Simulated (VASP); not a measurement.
Here is a VASP 6.6.1 calculation.

The input POSCAR:

```
ZnSe
1.0
    0.0000000000      2.8338000000      2.8338000000
    2.8338000000      0.0000000000      2.8338000000
    2.8338000000      2.8338000000      0.0000000000
Zn Se
1 1
Direct
    0.0000000000      0.0000000000      0.0000000000
    0.2500000000      0.2500000000      0.2500000000
```

File INCAR.step1:

```
SYSTEM = ZnSe
  ALGO = Normal
  EDIFF = 1E-8
  ENCUT = 500
  ISMEAR = 0
  LASPH = .True.
  LCHARG = .False.
  LREAL = .False.
  LWAVE = .True.
  NELM = 100
  PREC = Accurate
  SIGMA = 0.01
```

The input INCAR.step2:

```
SYSTEM = ZnSe
  ALGO = Exact
  EDIFF = 1E-8
  ENCUT = 500
  ISMEAR = 0
  ISTART = 1
  LASPH = .True.
  LCHARG = .False.
  LOPTICS = .True.
  LREAL = .False.
  LWAVE = .True.
  NBANDS = 89
  NELM = 1
  PREC = Accurate
  SIGMA = 0.01
```

The input INCAR.step3:

```
SYSTEM = ZnSe
  ALGO = EVGW0
  EDIFF = 1E-8
  ENCUT = 500
  ENCUTGW = 80.0
  ISMEAR = 0
  ISTART = 1
  LASPH = .True.
  LCHARG = .False.
  LREAL = .False.
  LWAVE = .False.
  NBANDS = 89
  NBANDSGW = 17
  NELMGW = 1
  NOMEGA = 96
  OMEGAMAX = 20
  PREC = Accurate
  PRECFOCK = Fast
  SIGMA = 0.01
```

File KPOINTS:

```
k-points
0
Gamma
  4 4 4
  0 0 0
```

Potentials or basis: VASP PAW LDA potentials, release 64 (Zn_GW, Se_GW).

Run with:

```console
$ cat potpaw_LDA.64/Zn_GW/POTCAR potpaw_LDA.64/Se_GW/POTCAR > POTCAR
$ cp INCAR.step1 INCAR
$ mpirun -np 1 vasp_std > vasp.out
$ cp INCAR.step2 INCAR
$ mpirun -np 1 vasp_std > vasp.out
$ cp INCAR.step3 INCAR
$ mpirun -np 1 vasp_std > vasp.out
```

(1) Estimate the quasiparticle gap.

(2) Predict the least direct quasiparticle gap.

(3) Estimate the least direct gap of the starting levels on the mesh.

(4) What does it give for the band gap of the starting levels on the mesh?

Results:

(1) 2.25 eV.

(2) 2.25 eV.

(3) 1.04 eV.

(4) 1.04 eV.

Caveat: the k points lie up to 0.48 Å⁻¹ apart; bands, screening cutoff and mesh are small and nothing is extrapolated, so the quasiparticle values aren't converged.
